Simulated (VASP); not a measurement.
LiH:

```
Li H
1.0
     2.61273    0.00000    0.00000
     0.00000    2.61273    0.00000
     0.00000    0.00000    2.50166
Li H
1 1
Direct
  0.00000 0.00000 0.00000
  0.50000 0.50000 0.50000
```

This cell differs from its parent crystal: biaxial xy strain +4.4%.

Base run:

```yaml
Program: VASP 6.6.1
Functional: r2SCAN
Potentials_or_basis: VASP PAW PBE potentials, release 64 (Li_sv, H)
Cutoff: 520 eV
k_mesh: 10 × 10 × 10
Occupations: gaussian, width 0.01 eV
Spin: no spin polarisation
```

Its results: band gap on the k mesh 1.11 eV, indirect (least direct gap 4.65 eV).

**Question.** The run is repeated on the same cell with these changes: functional from r2SCAN to HSE06; k mesh from 10 × 10 × 10 to 8 × 8 × 8. What comes out?

**Answer.** Band gap on the k mesh 1.27 eV, indirect (least direct gap 5.02 eV).

Several settings changed at once, so the effect can't be laid on one alone.

A k mesh can miss the band edges.
